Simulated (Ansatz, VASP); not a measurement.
Be in VASP and in Ansatz

File POSCAR:

```
Be
1.0
    0.0000000000      2.4659906896      2.4659906896
    2.4659906896      0.0000000000      2.4659906896
    2.4659906896      2.4659906896      0.0000000000
Be
2
Direct
    0.1250000000      0.1250000000      0.1250000000
    0.8750000000      0.8750000000      0.8750000000
```

INCAR.step1

```
ALGO = Normal ; EDIFF = 1E-4
ENCUT = 520 ; GGA = PE
GGA_COMPAT = F ; ISMEAR = -1
LASPH = T ; LCHARG = F
LNONCOLLINEAR = T ; LREAL = F
LSORBIT = T ; LWAVE = T
MAGMOM = 0 0 0 0 0 0 ; NBANDS = 16
NELM = 150 ; PREC = Accurate
SIGMA = 0.1
```

Contents of INCAR.step2:

```
ALGO = Normal ; EDIFF = 1E-6
ENCUT = 520 ; GGA_COMPAT = F
ISIF = 2 ; ISMEAR = -1
ISTART = 1 ; LASPH = T
LCHARG = F ; LMIXTAU = T
LNONCOLLINEAR = T ; LORBIT = 11
LORBMOM = T ; LREAL = F
LSORBIT = T ; LWAVE = F
MAGMOM = 0 0 0 0 0 0 ; METAGGA = R2SCAN
NBANDS = 16 ; NELM = 150
PREC = Accurate ; SIGMA = 0.1
```

The input KPOINTS:

```
k-points
0
Gamma
  11 11 11
```

Input for Ansatz:

```yaml
crystal:
  lattice:
    - [0.0, 2.4659906896, 2.4659906896]
    - [2.4659906896, 0.0, 2.4659906896]
    - [2.4659906896, 2.4659906896, 0.0]
  atoms:
    - { symbol: Be, position: [0.125, 0.125, 0.125] }
    - { symbol: Be, position: [0.875, 0.875, 0.875] }
hamiltonian:
  xc: r2scan
  pseudopotentials:
    kind: paw_fr
    azcp:
      Be: "pseudopotentials/Be.paw.azcp"
basis:
  ecutwfc: 500
  fft_grid_basis: typed
kpoints:
  mp_grid: { grid: [11, 11, 11], shift: [0, 0, 0] }
magnetization:
  noncollinear: true
  spin_orbit: true
scf:
  occupations: { method: fermi_dirac, width: 0.1 }
```

Alike in both runs: task single point; functional r2SCAN; k mesh 11 × 11 × 11; occupations fermi-dirac, width 0.1 eV; non-collinear spin, spin-orbit coupling.

```csv
,VASP,Ansatz
version,VASP 6.6.1,Ansatz 0.2.0
potentials or method,"VASP PAW PBE potentials, release 64 (Be), cutoff 520 eV","plane waves (500 eV) with PAW, fully relativistic with spin-orbit coupling"
valence electrons in the cell,4,4
```

|  | VASP | Ansatz | Ansatz less VASP |
| --- | --- | --- | --- |
| net moment per atom (μB) | 0.00 | 0.00 | 0.000 |

VASP's potentials were made for PBE, not for r2SCAN.
